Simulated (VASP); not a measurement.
Set up this calculation in VASP 6.6.1, as the native input.

```
Task                   : single point
Functional             : LDA
Potentials or basis    : VASP PAW LDA potentials, release 64 (Pd, Li_sv)
Cutoff                 : 520 eV
k mesh                 : 11 × 11 × 11
Occupations            : fermi-dirac, width 0.05 eV
Spin                   : no spin polarisation
Dipole correction      : no
Further INCAR settings : ALGO = Normal; EDIFF = 1e-06; NBANDS = 15
```

The structure of Li2Pd (fluorite type) lies in POSCAR:

```
Li2Pd
1.0
    0.0000000000      2.8982957484      2.8982957484
    2.8982957484      0.0000000000      2.8982957484
    2.8982957484      2.8982957484      0.0000000000
Pd Li
1 2
Direct
    0.0000000000      0.0000000000      0.0000000000
    0.2500000000      0.2500000000      0.2500000000
    0.7500000000      0.7500000000      0.7500000000
```

One way to write it, as run:

INCAR

```
  PREC = Accurate
  ENCUT = 520
  EDIFF = 1E-6
  ISMEAR = -1
  SIGMA = 0.05
  LREAL = F
  LASPH = T
  NELM = 60
  ALGO = Normal
  ISIF = 2
  LWAVE = F
  LCHARG = F
  NBANDS = 15
```

KPOINTS

```
regular mesh
0
Gamma
  11 11 11
```

Potentials or basis: VASP PAW LDA potentials, release 64 (Pd, Li_sv).

Command:

```bash
$ cat potpaw_LDA.64/Pd/POTCAR potpaw_LDA.64/Li_sv/POTCAR > POTCAR
$ mpirun -np 1 vasp_std > vasp.out
```

Results of the run:

```json
{"Band gap on the k mesh": "zero (band 8 reaches 2.83 eV, above the bottom of band 9 at 2.52 eV)"}
```

Wall time 43 s on 1 thread of Intel(R) Xeon(R) Platinum 8375C CPU @ 2.90GHz (Ice Lake) (shared host), peak memory 0.17 GiB.
